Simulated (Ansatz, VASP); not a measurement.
**ScGa3 in VASP and in Ansatz**

```
CELL_PARAMETERS angstrom
4.17531 0.00000 0.00000
0.00000 4.17531 0.00000
0.00000 0.00000 4.17531
ATOMIC_POSITIONS crystal
Sc 0.00000 0.00000 0.00000
Ga 0.00000 0.50000 0.50000
Ga 0.50000 0.00000 0.50000
Ga 0.50000 0.50000 0.00000
```

Change from the starting cell: volume scaled by 1.06, crystal datasets.

Alike in both runs: task electric field gradients; functional LDA; k mesh 9 × 9 × 9; occupations fermi-dirac, width 0.05 eV; no spin polarisation.

|  | VASP | Ansatz |
| --- | --- | --- |
| version | VASP 6.6.1 | Ansatz 0.2.0 |
| potentials or method | VASP PAW LDA potentials, release 64 (Sc_sv, Ga_d), cutoff 520 eV | all-electron PAW with datasets made for the crystal, scalar-relativistic |

VASP gave:

| Quantity | Value |
| --- | --- |
| pressure (GPa) | -8.7 |
| size of Vzz on the site where it differs most (V/Å²) | 60.7 |

Problem. Estimate Ansatz's values.

Solution. Pressure (GPa): -8.9; size of Vzz on the site where it differs most (V/Å²): 63.3.

LDA's correlation is that of Perdew and Zunger in VASP and of Perdew and Wang (1992) in Ansatz. Ansatz ran all-electron here, and VASP with PAW potentials.
